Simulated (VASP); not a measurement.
Set up this calculation in VASP 6.6.1, as the native input.

* Task: single point
* Functional: PBE
* Potentials or basis: VASP PAW PBE potentials, release 64 (W_sv, N)
* Cutoff: 520 eV
* k mesh: 3 × 3 × 3
* Occupations: gaussian, width 0.15 eV
* Spin: no spin polarisation
* Dipole correction: no
* Further INCAR settings: LREAL = Auto; ALGO = Normal; EDIFF = 1e-06; NBANDS = 128

The structure of W16N (a cell with a defect) lies in POSCAR:

```
W16N
1.0
    6.3200000000      0.0000000000      0.0000000000
    0.0000000000      6.3200000000      0.0000000000
    0.0000000000      0.0000000000      6.3200000000
W N
16 1
Direct
    0.0034436709     -0.0014231013      0.0027810127
    0.4905155063     -0.0354200949      0.0002564873
    0.0034224684      0.5007223101      0.0027837025
    0.0041719937      0.0003213608      0.5033748418
    0.2472919304      0.2496473101      0.2526761076
    0.4904631329      0.5346920886      0.0002194620
    0.4997148734     -0.0011735759      0.5035549051
    0.7596254747      0.2496468354      0.2623753165
    0.0041786392      0.4989545886      0.5033780063
    0.2400169304      0.7496460443      0.2593012658
    0.2446123418      0.2496530063      0.7500196203
    0.4997219937      0.5004694620      0.5035447785
    0.7511835443      0.7496382911      0.2571493671
    0.7553969937      0.2496473101      0.7479183544
    0.2392101266      0.7496609177      0.7458071203
    0.7519955696      0.7496428797      0.7477435127
    0.5724384494      0.2496786392      0.0126886076
```

These files were run (other wordings do the same):

INCAR

```
SYSTEM = W16N
  PREC = Accurate
  ENCUT = 520
  EDIFF = 1E-6
  ISMEAR = 0
  SIGMA = 0.15
  LREAL = Auto
  LASPH = .True.
  NELM = 60
  ALGO = Normal
  ISIF = 2
  LWAVE = .False.
  LCHARG = .False.
  GGA = PE
  NBANDS = 128
```

KPOINTS

```
regular mesh
0
Gamma
  3 3 3
  0 0 0
```

Potentials or basis: VASP PAW PBE potentials, release 64 (W_sv, N).

Run with:

```sh
$ cat potpaw_PBE.64/W_sv/POTCAR potpaw_PBE.64/N/POTCAR > POTCAR
$ mpirun -np 1 vasp_std > vasp.out
```

Results of the run:

```json
{
  "Pressure": "19.6 GPa",
  "Largest force": "0.734 eV/Å",
  "Band gap on the k mesh": "zero (an odd number of electrons rules out a gap without spin polarisation)"
}
```

Caveat: spin-orbit coupling is left out, which moves the levels of the heavy elements.

It took 7.7 min on 1 thread of AMD EPYC 9R45 (Zen 5) (shared host), peak memory 0.46 GiB.
